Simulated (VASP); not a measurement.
Write the native input for VASP 6.6.1 that does the following.

```yaml
Task: electric field gradients
Functional: PBE
Potentials_or_basis: VASP PAW PBE potentials, release 64 (Ta_sv_GW, As_d)
Cutoff: 400 eV
k_mesh: 16 × 16 × 16
Occupations: gaussian, width 0.05 eV
Spin: no spin polarisation
Dipole_correction: no
Further_INCAR_settings: ALGO = Normal; EDIFF = 1e-08; NBANDS = 36
```

The structure of TaAs lies in POSCAR:

```
TaAs
1.0
   -1.7313527948      1.7313527948      5.8680907028
    1.7313527948     -1.7313527948      5.8680907028
    1.7313527948      1.7313527948     -5.8680907028
Ta As
2 2
Direct
    0.5001693557      1.0001693557      0.5000000000
    0.7501693557      0.7501693557      0.0000000000
    0.0824300643      0.5824300643      0.5000000000
    0.3324300643      0.3324300643      0.0000000000
```

One way to write it, as run:

INCAR

```
SYSTEM = TaAs
  ALGO = Normal
  EDIFF = 1E-8
  ENCUT = 400
  GGA = PE
  GGA_COMPAT = .False.
  ISIF = 2
  ISMEAR = 0
  LASPH = .True.
  LCHARG = .False.
  LEFG = .True.
  LREAL = .False.
  LWAVE = .False.
  NBANDS = 36
  NELM = 120
  PREC = Accurate
  SIGMA = 0.05
```

KPOINTS

```
k-points
0
Gamma
  16 16 16
  0 0 0
```

Potentials or basis: VASP PAW PBE potentials, release 64 (Ta_sv_GW, As_d).

Command:

```console
$ cat potpaw_PBE.64/Ta_sv_GW/POTCAR potpaw_PBE.64/As_d/POTCAR > POTCAR
$ mpirun -np 1 vasp_std > vasp.out
```

Results of the run:

```
Pressure                                : -0.6 GPa
Band gap on the k mesh                  : zero (bands 28 and 29 overlap by 0.06 eV)
Largest electric field gradient by atom : Ta -24.6; As +18.9 V/Å²
```

Caveat: without QUAD_EFG the Cq values of the log hold for a quadrupole moment of 1 mb, not for the nuclei; spin-orbit coupling is left out, which moves the levels of the heavy elements.

Wall time 22 min on 1 thread of Intel(R) Xeon(R) 6975P-C (Granite Rapids), on a shared host, peak memory 0.65 GiB.
